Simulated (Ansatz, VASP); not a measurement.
**MgO: VASP beside Ansatz**

The input INCAR:

```
PREC = Accurate
ENCUT = 600
EDIFF = 1E-6
ISMEAR = 0
SIGMA = 0.01
LREAL = False
LASPH = True
NELM = 120
ALGO = Normal
ISIF = 2
LWAVE = False
LCHARG = False
GGA = PS
NBANDS = 11
GGA_COMPAT = False
```

File KPOINTS:

```
Automatic mesh
0
Gamma
  12 12 12
```

The input POSCAR:

```
MgO
1.0
    2.0643999022      0.0000000000      0.0000000000
    0.0000000000      2.0643999022      0.0000000000
    0.0000000000      0.0000000000      2.0643999022
Mg O
1 1
Direct
    0.0000000000      0.0000000000      0.0000000000
    0.5000000000      0.5000000000      0.5000000000
```

Input for Ansatz:

```yaml
crystal:
  lattice:
    - [2.0643999022, 0.0, 0.0]
    - [0.0, 2.0643999022, 0.0]
    - [0.0, 0.0, 2.0643999022]
  atoms:
    - { symbol: Mg, position: [0.0, 0.0, 0.0] }
    - { symbol: O, position: [0.5, 0.5, 0.5] }
scf:
  occupations: { method: fixed }
output:
  forces: true
  stress: true
  eigenvalues: true
hamiltonian:
  xc: pbesol
basis:
  ecutwfc: 700
kpoints:
  mp_grid: { grid: [12, 12, 12] }
```

Alike in both runs: task single point; functional PBEsol; k mesh 12 × 12 × 12; no spin polarisation.

```csv
,VASP,Ansatz
version,VASP 6.6.1,Ansatz 0.2.0
potentials or method,"VASP PAW PBE potentials, release 64 (Mg, O), cutoff 600 eV","scalar-relativistic, plane waves, PAW"
occupations,"gaussian, width 0.01 eV",fixed
valence electrons in the cell,8,16
```

Ansatz gave:

```
gap on the k mesh at the Fermi level (eV) : 7.37
least direct gap on the mesh (eV)         : 7.37
```

**Question.** Estimate VASP's values.

**Answer.** gap on the k mesh at the Fermi level (eV): 7.44; least direct gap on the mesh (eV): 7.44.

VASP's potentials were made for PBE, not for PBEsol. VASP's potentials hold 8 valence electrons a cell and Ansatz's 16, so a difference there can come from the potentials and not from the codes.
